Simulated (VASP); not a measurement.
Write the native input for VASP 6.6.1 that does the following.

- Task: relaxation of cell and atoms
- Functional: PBEsol
- Dispersion: D3(BJ)
- Potentials or basis: VASP PAW PBE potentials, release 64 (Li_sv)
- Cutoff: 600 eV
- k mesh: 10 × 10 × 3
- Occupations: methfessel-paxton, width 0.05 eV
- Spin: no spin polarisation
- Dipole correction: no
- Further INCAR settings: ALGO = Normal; EDIFF = 1e-07; IBRION = 2; EDIFFG = -0.01; NSW = 80; ISIF = 3

The structure of Li lies in POSCAR:

```
Li
1.0
    3.0343860000      0.0000000000      0.0000000000
   -1.5171930000      2.6278550000      0.0000000000
    0.0000000000      0.0000000000     10.2162080000
Li
4
Direct
    0.0000000000      0.0000000000      0.0000000000
    0.3333333333      0.6666666667      0.2500000000
    0.0000000000      0.0000000000      0.5000000000
    0.6666666667      0.3333333333      0.7500000000
```

The input as run:

INCAR

```
SYSTEM = Li
PREC = Accurate ; ENCUT = 600
EDIFF = 1E-7 ; ISMEAR = 1
SIGMA = 0.05 ; LREAL = .FALSE.
LASPH = .TRUE. ; NELM = 60
ALGO = Normal ; ISIF = 3
LWAVE = .FALSE. ; LCHARG = .FALSE.
GGA = PS ; IVDW = 12
IBRION = 2 ; NSW = 80
EDIFFG = -0.01
```

KPOINTS

```
regular mesh
0
G
  10 10 3
  0 0 0
```

Potentials or basis: VASP PAW PBE potentials, release 64 (Li_sv).

Launch:

```bash
$ cat potpaw_PBE.64/Li_sv/POTCAR > POTCAR
$ mpirun -np 1 vasp_std > vasp.out
```

Results of the run:

```yaml
Relaxed_volume: 18.17 Å³/atom
Relaxed_cell: a = 2.981 Å, b = 2.981 Å, c = 9.443 Å, α = 90.00°, β = 90.00°, γ = 120.00°
Space_group_after_relaxing_to_0.05_Å: P6_3/mmc (No. 194)
Energy_gained_by_relaxing: 12.9 meV/atom
Ionic_steps: 14
Pressure_after_relaxing: 0.0 GPa
Band_gap_on_the_k_mesh: zero (band 6 reaches 2.47 eV, above the bottom of band 7 at -1.55 eV)
Dispersion_energy_per_atom: -0.167 eV
```

Caveat: the cutoff is under 1.25 times the usual one of these potentials, so pressure, stress and relaxed cells hold a basis-set (Pulay) error; the PAW data sets were made with another functional, which shifts forces and pressure a little; pairwise dispersion overbinds metals, which lowers pressure and volume.

Wall time 2.7 min on 1 thread of Intel(R) Xeon(R) Platinum 8259CL CPU @ 2.50GHz (Skylake/Cascade Lake), with other jobs on the host, peak memory 0.22 GiB.
